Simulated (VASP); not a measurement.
Write the native input for VASP 6.6.1 that does the following.

```yaml
Task: single point
Functional: PBE
Potentials_or_basis: VASP PAW PBE potentials, release 64 (C)
Cutoff: 520 eV
k_mesh: 12 × 12 × 2
Occupations: gaussian, width 0.02 eV
Spin: no spin polarisation
Dipole_correction: no
Further_INCAR_settings: ALGO = Normal; EDIFF = 1e-06; NBANDS = 36
```

The structure of C lies in POSCAR:

```
C
1.0
    2.5205457478      0.0000000000      0.0000000000
   -1.2602728739      2.1828566490      0.0000000000
    0.0000000000      0.0000000000     12.4291124965
C
12
Direct
    0.0000000000      0.0000000000      0.1868593266
    0.0000000000      0.0000000000      0.6868593266
    0.0000000000      0.0000000000      0.3131406734
    0.0000000000      0.0000000000      0.8131406734
    0.3333333333      0.6666666667      0.5207665411
    0.6666666667      0.3333333333      0.0207665411
    0.3333333333      0.6666666667      0.9792334589
    0.6666666667      0.3333333333      0.4792334589
    0.3333333333      0.6666666667      0.6450950823
    0.6666666667      0.3333333333      0.1450950823
    0.3333333333      0.6666666667      0.8549049177
    0.6666666667      0.3333333333      0.3549049177
```

These files were run (other wordings do the same):

INCAR

```
SYSTEM = C
ALGO = Normal ; EDIFF = 1E-6
ENCUT = 520 ; GGA = PE
ISIF = 2 ; ISMEAR = 0
LASPH = .True. ; LCHARG = .False.
LREAL = .False. ; LWAVE = .False.
NBANDS = 36 ; NELM = 80
PREC = Accurate ; SIGMA = 0.02
```

KPOINTS

```
k-points
0
Gamma
  12 12 2
  0 0 0
```

Potentials or basis: VASP PAW PBE potentials, release 64 (C).

Command:

```console
$ cat potpaw_PBE.64/C/POTCAR > POTCAR
$ mpirun -np 1 vasp_std > vasp.out
```

Results of the run:

| Quantity | Value |
| --- | --- |
| Pressure | 0.6 GPa |
| Largest force | 0.004 eV/Å |
| Band gap on the k mesh | 4.44 eV, indirect (least direct gap 5.38 eV) |

Wall time 41 s on 1 thread of Intel(R) Xeon(R) 6975P-C (Granite Rapids), on a shared host, peak memory 0.21 GiB.
